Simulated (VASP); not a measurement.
# MoSe2 in VASP: a series of runs

The runs below take MoSe2 through single point, with PBE+D3(BJ).

Everything below comes from runs of VASP 6.6.1. Logs are shortened: lines on timing, memory, paths and dates and some standing lists are left out, and cuts for length are marked.

## 1. The cell of the first run

The cell holds a slab with vacuum, 12 atoms: a = 3.278 Å, b = 3.278 Å, c = 70.892 Å, α = 90.00°, β = 90.00°, γ = 120.00°.

## 2. Single point, PBE+D3(BJ) (a layer taken out of the bulk)

Input file INCAR:

```
ALGO = Normal
DIPOL = 0.5 0.5 0.500
EDIFF = 1E-6
ENCUT = 520
GGA = PE
IDIPOL = 3
ISIF = 2
ISMEAR = 0
IVDW = 12
LASPH = True
LCHARG = False
LDIPOL = True
LREAL = False
LWAVE = False
NBANDS = 64
NELM = 100
PREC = Accurate
SIGMA = 0.02
```

Input file KPOINTS:

```
k-points
0
Gamma
  9 9 1
```

Input file POSCAR:

```
MoSe2
1.0
    3.2783886657      0.0000000000      0.0000000000
   -1.6391943328      2.8391678680      0.0000000000
    0.0000000000      0.0000000000     70.8915939351
Se Mo
8 4
Direct
    0.3333333333      0.6666666667      0.3415887813
    0.3333333333      0.6666666667      0.3888490192
    0.6666666667      0.3333333333      0.4314844804
    0.6666666667      0.3333333333      0.4787015823
    0.3333333333      0.6666666667      0.5212984177
    0.3333333333      0.6666666667      0.5685155196
    0.6666666667      0.3333333333      0.6111509808
    0.6666666667      0.3333333333      0.6584112187
    0.6666666667      0.3333333333      0.3652214780
    0.3333333333      0.6666666667      0.4550929757
    0.6666666667      0.3333333333      0.5449070243
    0.3333333333      0.6666666667      0.6347785220
```

Potentials or basis: VASP PAW PBE potentials, release 64 (Se, Mo_sv).

Run with:

```bash
> cat potpaw_PBE.64/Se/POTCAR potpaw_PBE.64/Mo_sv/POTCAR > POTCAR
> mpirun -np 1 vasp_std > vasp.out
```

OUTCAR:

```text
EDIFF = 1E-6
   ENCUT = 520
   GGA = PE
   ISIF = 2
   ISMEAR = 0
   IVDW = 12
   LASPH = True
   LREAL = False
   NELM = 100
   PREC = Accurate
 IVDW          = 12

 ion  position               nearest neighbor table
   1  0.333  0.667  0.342-   9 2.53   9 2.53   9 2.53
   2  0.333  0.667  0.389-   9 2.53   9 2.53   9 2.53
   3  0.667  0.333  0.431-  10 2.53  10 2.53  10 2.53
   4  0.667  0.333  0.479-  10 2.53  10 2.53  10 2.53
   5  0.333  0.667  0.521-  11 2.53  11 2.53  11 2.53
   6  0.333  0.667  0.569-  11 2.53  11 2.53  11 2.53
   7  0.667  0.333  0.611-  12 2.53  12 2.53  12 2.53
   8  0.667  0.333  0.658-  12 2.53  12 2.53  12 2.53
   9  0.667  0.333  0.365-   2 2.53   2 2.53   2 2.53   1 2.53   1 2.53   1 2.53
  10  0.333  0.667  0.455-   3 2.53   3 2.53   3 2.53   4 2.53   4 2.53   4 2.53
  11  0.667  0.333  0.545-   6 2.53   6 2.53   6 2.53   5 2.53   5 2.53   5 2.53
  12  0.333  0.667  0.635-   7 2.53   7 2.53   7 2.53   8 2.53   8 2.53   8 2.53

  LATTYP: Found a hexagonal cell.
 ALAT       =     3.2783886657
 C/A-ratio  =    21.6239138077

  Lattice vectors:

 A1 = (   3.2783886657,   0.0000000000,   0.0000000000)
 A2 = (  -1.6391943328,   2.8391678680,   0.0000000000)
 A3 = (   0.0000000000,   0.0000000000,  70.8915939351)

Analysis of symmetry for initial positions (statically):
=====================================================================
 Subroutine PRICEL returns:
 Original cell was already a primitive cell.

 Routine SETGRP: Setting up the symmetry group for a
 hexagonal supercell.

 Subroutine GETGRP returns: Found 12 space group operations
 (whereof 12 operations were pure point group operations)
 out of a pool of 24 trial point group operations.

The static configuration has the point symmetry D_3d.

Analysis of symmetry for dynamics (positions and initial velocities):
=====================================================================
 Subroutine PRICEL returns:
 Original cell was already a primitive cell.

 Routine SETGRP: Setting up the symmetry group for a
 hexagonal supercell.

 Subroutine GETGRP returns: Found 12 space group operations
 (whereof 12 operations were pure point group operations)
 out of a pool of 24 trial point group operations.

The dynamic configuration has the point symmetry D_3d.

 Subroutine INISYM returns: Found 12 space group operations
 (whereof 12 operations are pure point group operations),
 and found     1 'primitive' translations

----------------------------------------------------------------------------------------

                                     Primitive cell

  volume of cell :     659.8516

  direct lattice vectors                    reciprocal lattice vectors
     3.278388666  0.000000000  0.000000000     0.305027897  0.176107938  0.000000000
    -1.639194333  2.839167868  0.000000000     0.000000000  0.352215877  0.000000000
     0.000000000  0.000000000 70.891593935     0.000000000  0.000000000  0.014106045

  length of vectors
     3.278388666  3.278388666 70.891593935     0.352215877  0.352215877  0.014106045

  position of ions in fractional coordinates (direct lattice)
     0.333333333  0.666666667  0.341588781
     0.333333333  0.666666667  0.388849019
     0.666666667  0.333333333  0.431484480
     0.666666667  0.333333333  0.478701582
     0.333333333  0.666666667  0.521298418
     0.333333333  0.666666667  0.568515520
     0.666666667  0.333333333  0.611150981
     0.666666667  0.333333333  0.658411219
     0.666666667  0.333333333  0.365221478
     0.333333333  0.666666667  0.455092976
     0.666666667  0.333333333  0.544907024
     0.333333333  0.666666667  0.634778522

  ion indices of the primitive-cell ions
   primitive index   ion index
                 1           1
                 2           2
                 3           3
                 4           4
                 5           5
                 6           6
                 7           7
                 8           8
                 9           9
                10          10
                11          11
                12          12

----------------------------------------------------------------------------------------

 KPOINTS: k-points

Automatic generation of k-mesh.
 Grid dimensions read from file:
 generate k-points for:    9    9    1

 Generating k-lattice:

  Cartesian coordinates                     Fractional coordinates (reciprocal lattice)
     0.033891989  0.019567549  0.000000000     0.111111111 -0.000000000  0.000000000
     0.000000000  0.039135097  0.000000000     0.000000000  0.111111111  0.000000000
     0.000000000  0.000000000  0.014106045     0.000000000  0.000000000  1.000000000

  Length of vectors
     0.039135097  0.039135097  0.014106045

  Shift w.r.t. Gamma in fractional coordinates (k-lattice)
     0.000000000  0.000000000  0.000000000

 Subroutine IBZKPT returns following result:
 ===========================================

 Found     12 irreducible k-points:

 Following reciprocal coordinates:
            Coordinates               Weight
  0.000000  0.000000  0.000000      1.000000
  0.111111 -0.000000  0.000000      6.000000
  0.222222  0.000000  0.000000      6.000000
  0.333333  0.000000  0.000000      6.000000
  0.444444  0.000000  0.000000      6.000000
  0.111111  0.111111  0.000000      6.000000
  0.222222  0.111111  0.000000     12.000000
  0.333333  0.111111  0.000000     12.000000
  0.444444  0.111111  0.000000      6.000000
  0.222222  0.222222  0.000000      6.000000
  0.333333  0.222222  0.000000     12.000000
  0.333333  0.333333  0.000000      2.000000
   k-points           NKPTS =     12   k-points in BZ     NKDIM =     12   number of bands    NBANDS=     64
   number of dos      NEDOS =    301   number of ions     NIONS =     12
   total plane-waves  NPLWV = 311040
   dimension x,y,z NGX =    24 NGY =   24 NGZ =  540
   dimension x,y,z NGXF=    48 NGYF=   48 NGZF= 1080
   ions per type =               8   4
   NGX,Y,Z   is equivalent  to a cutoff of  12.17, 12.17, 12.66 a.u.
   NGXF,Y,Z  is equivalent  to a cutoff of  24.34, 24.34, 25.33 a.u.
 SYSTEM =  unknown system
   PREC   = accura    normal or accurate (medium, high low for compatibility)
   ISTART =      0    job   : 0-new  1-cont  2-samecut
   ICHARG =      2    charge: 1-file 2-atom 10-const
   ISPIN  =      1    spin polarized calculation?
   LNONCOLLINEAR =      F non collinear calculations
   LSORBIT =      F    spin-orbit coupling
   LASPH  =      T    aspherical Exc in radial PAW
   ENCUT  =  520.0 eV  38.22 Ry    6.18 a.u.   6.10  6.10131.81*2*pi/ulx,y,z
   NELM   =    100;   NELMIN=  2; NELMDL= -5     # of ELM steps
   EDIFF  = 0.1E-05   stopping-criterion for ELM
   LREAL  =      F    real-space projection
   EDIFFG = 0.1E-04   stopping-criterion for IOM
   NSW    =      0    number of steps for IOM
   IBRION =     -1    ionic relax: 0-MD 1-quasi-New 2-CG
   NFREE  =      0    steps in history (QN), initial steepest desc. (CG)
   ISIF   =      2    stress and relaxation
   ISYM   =      2    0-nonsym 1-usesym 2-fastsym
   POTIM  = 0.5000    time-step for ionic-motion
   TEBEG  =    0.0;   TEEND  =   0.0 temperature during run
   PSTRESS=    0.0 pullay stress
   NELECT =     104.0000    total number of electrons
   NUPDOWN=      -1.0000    fix difference up-down
   EMIN   =  10.00;   EMAX   =-10.00  energy-range for DOS
   EFERMI =   0.00;   METHOD = LEGACY
   ISMEAR =     0;   SIGMA  =   0.02  broadening in eV -4-tet -1-fermi 0-gaus
   EFERMI_NEDOS =   21; number of points for ismear=-14 and -15
   IALGO  =     38    algorithm
   IMIX   =      4    mixing-type and parameters
     AMIX     =   0.40;   BMIX     =  1.00
     AMIX_MAG =   1.60;   BMIX_MAG =  1.00
  volume/ion in A,a.u.               =      54.99       371.07
  Fermi-wavevector in a.u.,A,eV,Ry     =   0.884309  1.671101 10.639780  0.782002
  Thomas-Fermi vector in A             =   2.005191
   LORBIT       =      0    0 simple, 1 ext, 2 COOP (PROOUT), +10 PAW based schemes
   GGA     = PE    functional components
   LHFCALC =     F    Hartree Fock is set to
   AEXX    =    0.0000 exact exchange contribution
   IVDW    =    12    specifies the selected vdW correction
   LEPSILON=     F    determine dielectric tensor
   LRPA    =     F    only Hartree local field effects (RPA)
 non-spin polarized calculation
 Gauss-broadening in eV      SIGMA  =   0.02
  energy-cutoff  :      520.00
  volume of cell :      659.85
 maximum number of plane-waves:     17922
   NGX = 13   NGY = 13   NGZ =263

 number of electron     104.0000006 magnetization

 dipolmoment           0.000000      0.000000      0.000000 electrons x Angstroem

 Free energy of the ion-electron system (eV)
  ---------------------------------------------------
  ext. energy  EPLUGINS =         0.00000000
  ---------------------------------------------------
  free energy    TOTEN  =       -79.70701394 eV

  energy without entropy =      -79.70701394  energy(sigma->0) =      -79.70701394

 E-fermi :  -0.6483     XC(G=0):  -4.0713

 val. band max:       -0.7562817543   @ k =   0.0000   0.0000   0.0000
 cond. band min:       0.1993387817   @ k =   0.2222   0.1111   0.0000
 fundamental gap:      0.9556205360
 Fermi energy:        -0.6483470036

 k-point     1 :       0.0000    0.0000    0.0000
  band No.  band energies     occupation
      1     -61.9259      2.00000
      2     -61.9259      2.00000
      3     -61.9227      2.00000
      4     -61.9227      2.00000
      5     -36.0965      2.00000
      6     -36.0965      2.00000
[... 793 lines left out ...]
     63       1.9940      0.00000
     64       1.9940      0.00000

------------------------ aborting loop because EDIFF is reached ----------------------------------------

 vacuum level on the upper side and lower side of the slab       (xc-potential included)        -0.005        -0.005

 Edisp (eV)   -5.33246

 E8    (eV) :    -2.3367

  FORCE on cell =-STRESS in cart. coord.  units (eV):
  Direction    XX          YY          ZZ          XY          YZ          ZX
  --------------------------------------------------------------------------------------
  -------------------------------------------------------------------------------------
  Total       0.32028     0.32028     0.45212     0.00000     0.00000     0.00000
  in kB       0.77766     0.77766     1.09779     0.00000     0.00000     0.00000
  external pressure =        0.88 kB  Pullay stress =        0.00 kB

 VOLUME and BASIS-vectors are now :
 -----------------------------------------------------------------------------
  energy-cutoff  :      520.00
  volume of cell :      659.85
      direct lattice vectors                 reciprocal lattice vectors
     3.278388666  0.000000000  0.000000000     0.305027897  0.176107938  0.000000000
    -1.639194333  2.839167868  0.000000000     0.000000000  0.352215877  0.000000000
     0.000000000  0.000000000 70.891593935     0.000000000  0.000000000  0.014106045

 POSITION                                       TOTAL-FORCE (eV/Angst)
 -----------------------------------------------------------------------------------
     -0.00000      1.89278     24.21577        -0.000000      0.000000     -0.035680
     -0.00000      1.89278     27.56613        -0.000000      0.000000      0.035651
      1.63919      0.94639     30.58862        -0.000000      0.000000     -0.036296
      1.63919      0.94639     33.93592        -0.000000     -0.000000      0.036588
     -0.00000      1.89278     36.95568        -0.000000      0.000000     -0.036588
     -0.00000      1.89278     40.30297        -0.000000     -0.000000      0.036296
      1.63919      0.94639     43.32547        -0.000000      0.000000     -0.035651
      1.63919      0.94639     46.67582        -0.000000     -0.000000      0.035680
      1.63919      0.94639     25.89113        -0.000000      0.000000     -0.000758
     -0.00000      1.89278     32.26227         0.000000     -0.000000      0.000356
      1.63919      0.94639     38.62933         0.000000      0.000000     -0.000356
     -0.00000      1.89278     45.00046         0.000000     -0.000000      0.000758
 -----------------------------------------------------------------------------------
    total drift:                                0.000000      0.000000      0.000000

  FREE ENERGIE OF THE ION-ELECTRON SYSTEM (eV)
  ---------------------------------------------------
  free  energy   TOTEN  =       -85.0394747231 eV

  energy  without entropy=      -85.0394747231  energy(sigma->0) =      -85.03947472

 vacuum level on the upper side and lower side of the slab         4.163         4.163
```

It took 10 min on 1 thread of Intel Xeon 6975P-C (Granite Rapids), shared host; peak memory 0.83 GiB.

Results:

```
Free energy                : -85.0395 eV
Largest force              : 0.037 eV/Å
Band gap on the k mesh     : 0.96 eV (least direct gap 1.48 eV)
Dispersion energy per atom : -0.444 eV
```

Forces in eV/Å, atoms in the order of the input:
```
Se   0.000  0.000 -0.036
Se   0.000  0.000  0.036
Se   0.000  0.000 -0.036
Se   0.000  0.000  0.037
Se   0.000  0.000 -0.037
Se   0.000  0.000  0.036
Se   0.000  0.000 -0.036
Se   0.000  0.000  0.036
Mo   0.000  0.000 -0.001
Mo   0.000  0.000  0.000
Mo   0.000  0.000  0.000
Mo   0.000  0.000  0.001
```

Caveat: the cell differs from its parent crystal (a layer taken out of the bulk).

## 3. Single point, PBE+D3(BJ) (a layer taken out of the bulk)

Input file INCAR:

```
PREC = Accurate ; ENCUT = 520
EDIFF = 1E-7 ; ISMEAR = 0
SIGMA = 0.02 ; LREAL = F
LASPH = T ; NELM = 100
ALGO = Normal ; ISIF = 2
LWAVE = F ; LCHARG = F
LDIPOL = T ; IDIPOL = 3
DIPOL = 0.5 0.5 0.500 ; GGA = PE
IVDW = 12 ; NBANDS = 64
```

Input file KPOINTS:

```
Automatic mesh
0
Gamma
  9 9 1
```

Input file POSCAR:

```
MoSe2
1.0
    3.2767014478      0.0000000000      0.0000000000
   -1.6383507239      2.8377066944      0.0000000000
    0.0000000000      0.0000000000     70.8915939351
Se Mo
8 4
Direct
    0.3333333333      0.6666666667      0.3416892912
    0.3333333333      0.6666666667      0.3889236913
    0.6666666667      0.3333333333      0.4314849637
    0.6666666667      0.3333333333      0.4787193638
    0.3333333333      0.6666666667      0.5212806362
    0.3333333333      0.6666666667      0.5685150363
    0.6666666667      0.3333333333      0.6110763087
    0.6666666667      0.3333333333      0.6583107088
    0.6666666667      0.3333333333      0.3653064913
    0.3333333333      0.6666666667      0.4551021638
    0.6666666667      0.3333333333      0.5448978362
    0.3333333333      0.6666666667      0.6346935087
```

Potentials or basis: VASP PAW PBE potentials, release 64 (Se, Mo_sv).

Run with:

```bash
> cat potpaw_PBE.64/Se/POTCAR potpaw_PBE.64/Mo_sv/POTCAR > POTCAR
> mpirun -np 1 vasp_std > vasp.out
```

It took 11 min on 1 thread of Intel Xeon 6975P-C (Granite Rapids), shared host; peak memory 0.84 GiB.

Results (log left out):

| Property | Result |
| --- | --- |
| Free energy | -85.0389 eV |
| Largest force | 0.063 eV/Å |
| Band gap on the k mesh | 0.95 eV (least direct gap 1.49 eV) |
| Dispersion energy per atom | -0.445 eV |

Forces in eV/Å, atoms in the order of the input:
```
Se   0.000  0.000 -0.063
Se   0.000  0.000  0.055
Se   0.000  0.000 -0.033
Se   0.000  0.000  0.035
Se   0.000  0.000 -0.035
Se   0.000  0.000  0.033
Se   0.000  0.000 -0.055
Se   0.000  0.000  0.063
Mo   0.000  0.000  0.004
Mo   0.000  0.000  0.001
Mo   0.000  0.000 -0.001
Mo   0.000  0.000 -0.004
```

Levels at points of the mesh, in eV from the valence-band top:
```tsv
k point	band 48	band 49	band 50	band 51	band 52	band 53	band 54	band 55	band 56	band 57
(0.00, 0.00, 0.00)	-1.31	-0.99	-0.35	-0.12	0.00	2.50	2.50	2.52	2.52	2.55
```

Caveat: the cell differs from its parent crystal (a layer taken out of the bulk).

## 4. Single point, PBE+D3(BJ)

Input file INCAR:

```
  PREC = Accurate
  ENCUT = 520
  EDIFF = 1E-6
  ISMEAR = 0
  SIGMA = 0.02
  LREAL = False
  LASPH = True
  NELM = 100
  ALGO = Normal
  ISIF = 2
  LWAVE = False
  LCHARG = False
  LDIPOL = True
  IDIPOL = 3
  DIPOL = 0.5 0.5 0.500
  GGA = PE
  IVDW = 12
  NBANDS = 64
```

Input file KPOINTS:

```
regular mesh
0
Gamma
  9 9 1
```

Input file POSCAR:

```
MoSe2
1.0
    3.2783886657      0.0000000000      0.0000000000
   -1.6391943328      2.8391678680      0.0000000000
    0.0000000000      0.0000000000     70.8915939351
Se Mo
8 4
Direct
    0.3333333333      0.6666666667      0.3415887813
    0.3333333333      0.6666666667      0.3888490192
    0.6666666667      0.3333333333      0.4314844804
    0.6666666667      0.3333333333      0.4787015823
    0.3333333333      0.6666666667      0.5212984177
    0.3333333333      0.6666666667      0.5685155196
    0.6666666667      0.3333333333      0.6111509808
    0.6666666667      0.3333333333      0.6584112187
    0.6666666667      0.3333333333      0.3652214780
    0.3333333333      0.6666666667      0.4550929757
    0.6666666667      0.3333333333      0.5449070243
    0.3333333333      0.6666666667      0.6347785220
```

Run with:

```bash
> cat potpaw_PBE.64/Se/POTCAR potpaw_PBE.64/Mo_sv/POTCAR > POTCAR
> mpirun -np 1 vasp_std > vasp.out
```

It took 9.7 min on 1 thread of Intel Xeon 6975P-C (Granite Rapids), shared host; peak memory 0.84 GiB.

The run converged. Its results:

```
Free energy                : -85.0395 eV
Largest force              : 0.037 eV/Å
Band gap on the k mesh     : 0.96 eV (least direct gap 1.48 eV)
Dispersion energy per atom : -0.444 eV
```

Forces on the atoms (eV/Å):
```
Se   0.000  0.000 -0.036
Se   0.000  0.000  0.036
Se   0.000  0.000 -0.036
Se   0.000  0.000  0.037
Se   0.000  0.000 -0.037
Se   0.000  0.000  0.036
Se   0.000  0.000 -0.036
Se   0.000  0.000  0.036
Mo   0.000  0.000 -0.001
Mo   0.000  0.000  0.000
Mo   0.000  0.000  0.000
Mo   0.000  0.000  0.001
```

Levels at points of the mesh, in eV from the valence-band top:
```tsv
k point	band 50	band 51	band 52	band 53	band 54	band 55
(0.00, 0.00, 0.00)	-0.36	-0.12	0.00	2.50	2.50	2.52
```
